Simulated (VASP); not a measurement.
Pb33S31 (a cell with a defect): single point with PBEsol

System: Pb33S31 (a cell with a defect).

```
S Pb
1.0
    11.80000    0.00000    0.00000
     0.00000   11.80000    0.00000
     0.00000    0.00000   11.80000
S Pb
31 33
Direct
  0.25021 0.99659 0.00356
  0.24484 0.99915 0.50522
  0.25599 0.49513 0.00303
  0.75024 0.00021 0.99988
  0.74652 0.00378 0.49993
  0.75409 0.50024 0.99611
  0.74784 0.50537 0.49412
  0.00168 0.25003 0.99980
  0.99942 0.25698 0.49980
  0.00181 0.74882 0.99947
  0.99425 0.75601 0.49928
  0.50066 0.24989 0.00029
  0.49641 0.25386 0.50036
  0.50065 0.74891 0.00000
  0.49353 0.75081 0.49999
  0.99974 0.00067 0.25088
  0.00008 0.00007 0.74991
  0.00686 0.50088 0.24830
  0.00502 0.50007 0.74536
  0.49854 0.00020 0.25166
  0.49910 0.99970 0.75048
  0.50570 0.50017 0.24468
  0.50178 0.49953 0.74382
  0.25019 0.24958 0.25696
  0.25068 0.24431 0.75617
  0.24997 0.74652 0.25354
  0.25034 0.74302 0.75081
  0.75016 0.25151 0.24950
  0.75069 0.25165 0.74835
  0.74994 0.75060 0.24955
  0.75035 0.75036 0.74855
  0.24789 0.49884 0.50332
  0.99839 0.00023 0.99998
  0.99274 0.00584 0.50012
  0.99873 0.49921 0.99716
  0.98399 0.51255 0.49557
  0.50209 0.99940 0.00035
  0.50160 0.00082 0.50080
  0.50798 0.49948 0.99615
  0.51289 0.50127 0.49101
  0.25089 0.24241 0.00595
  0.24964 0.23452 0.51174
  0.25105 0.75174 0.00121
  0.23767 0.76378 0.49996
  0.75094 0.24809 0.99985
  0.74878 0.24841 0.49905
  0.75023 0.75204 0.99898
  0.74395 0.75754 0.49919
  0.24930 0.99912 0.24847
  0.24995 0.99423 0.75725
  0.25873 0.49944 0.23777
  0.25494 0.48780 0.76714
  0.74968 0.00082 0.24793
  0.75011 0.00000 0.75166
  0.75408 0.50058 0.24237
  0.75282 0.50095 0.75135
  0.00013 0.25026 0.24991
  0.99806 0.24964 0.75026
  0.99876 0.75141 0.24634
  0.99971 0.75067 0.75216
  0.50075 0.24789 0.24935
  0.50355 0.24867 0.75114
  0.50078 0.75244 0.24917
  0.50023 0.74996 0.74972
```

```json
{
  "Program": "VASP 6.6.1",
  "Task": "single point",
  "Functional": "PBEsol",
  "Potentials or basis": "VASP PAW PBE potentials, release 64 (S, Pb_d)",
  "Cutoff": "400 eV",
  "k mesh": "1 × 1 × 1, shifted",
  "Occupations": "fermi-dirac, width 0.05 eV",
  "Spin": "no spin polarisation",
  "Dipole correction": "no",
  "Charge": "2",
  "Further INCAR settings": "LREAL = Auto; ALGO = Normal; EDIFF = 1e-06; NBANDS = 362; ISYM = -1; NELECT = 646.0"
}
```

| Property | Result |
| --- | --- |
| Largest force | 0.061 eV/Å |

Forces on the atoms (eV/Å):
```
S    0.003  0.003  0.003
S    0.027 -0.005 -0.030
S   -0.026  0.019  0.007
S    0.000 -0.001  0.000
S    0.000 -0.006 -0.003
S    0.000 -0.002  0.000
S   -0.003 -0.023  0.031
S    0.001 -0.003 -0.001
S    0.006 -0.015  0.001
S   -0.001  0.001  0.001
S    0.009 -0.012  0.001
S    0.001 -0.004 -0.002
S    0.017 -0.021  0.000
S    0.003 -0.002  0.002
S    0.016 -0.005 -0.003
S    0.000 -0.003  0.002
S    0.002  0.001  0.001
S   -0.025 -0.002  0.001
S   -0.014  0.002  0.012
S    0.002 -0.001 -0.004
S   -0.001  0.001 -0.001
S   -0.017  0.002  0.017
S    0.003 -0.001  0.018
S    0.002  0.001 -0.018
S    0.006  0.011 -0.019
S   -0.005  0.023 -0.015
S    0.000  0.020 -0.006
S   -0.001  0.002 -0.001
S   -0.004 -0.005  0.002
S    0.002  0.000 -0.002
S    0.001  0.003 -0.002
Pb  -0.022 -0.003  0.025
Pb   0.005  0.002  0.003
Pb  -0.005  0.014 -0.002
Pb   0.011  0.000  0.003
Pb   0.015 -0.049  0.015
Pb  -0.005 -0.001 -0.006
Pb  -0.008  0.003  0.007
Pb  -0.002  0.005 -0.005
Pb  -0.011 -0.012  0.016
Pb  -0.002  0.003  0.012
Pb   0.006  0.013 -0.038
Pb   0.003 -0.011 -0.014
Pb   0.047 -0.014 -0.007
Pb   0.003  0.010 -0.001
Pb   0.008  0.013 -0.002
Pb  -0.003 -0.007  0.002
Pb  -0.006  0.005 -0.002
Pb  -0.010  0.004  0.007
Pb  -0.001 -0.018  0.005
Pb  -0.011  0.013  0.017
Pb  -0.024  0.052 -0.021
Pb   0.007  0.000  0.007
Pb  -0.003  0.002 -0.006
Pb   0.006  0.002 -0.002
Pb   0.003 -0.002 -0.011
Pb   0.003  0.002  0.006
Pb  -0.001  0.003 -0.002
Pb  -0.007  0.009  0.000
Pb   0.007 -0.005 -0.004
Pb   0.001  0.000  0.001
Pb   0.001 -0.002  0.004
Pb   0.005 -0.002 -0.002
Pb  -0.012 -0.002  0.004
```

Levels at points of the mesh, in eV from the Fermi level:
```csv
k point,band 321,band 322,band 323,band 324,band 325,band 326
"(0.25, 0.25, 0.25)",-0.45,-0.36,-0.08,0.08,0.34,1.24
```

Wall time 9.1 min on 1 thread of Intel(R) Xeon(R) 6975P-C (Granite Rapids), with other jobs on the host, peak memory 1.1 GiB.

Caveat: the cell carries a net charge on a neutralising background, which shifts energy and pressure; the cell is charged against a uniform background, so pressure and absolute levels hang on convention; the PAW data sets were made with another functional, which shifts forces and pressure a little; spin-orbit coupling is left out, which moves the levels of the heavy elements.
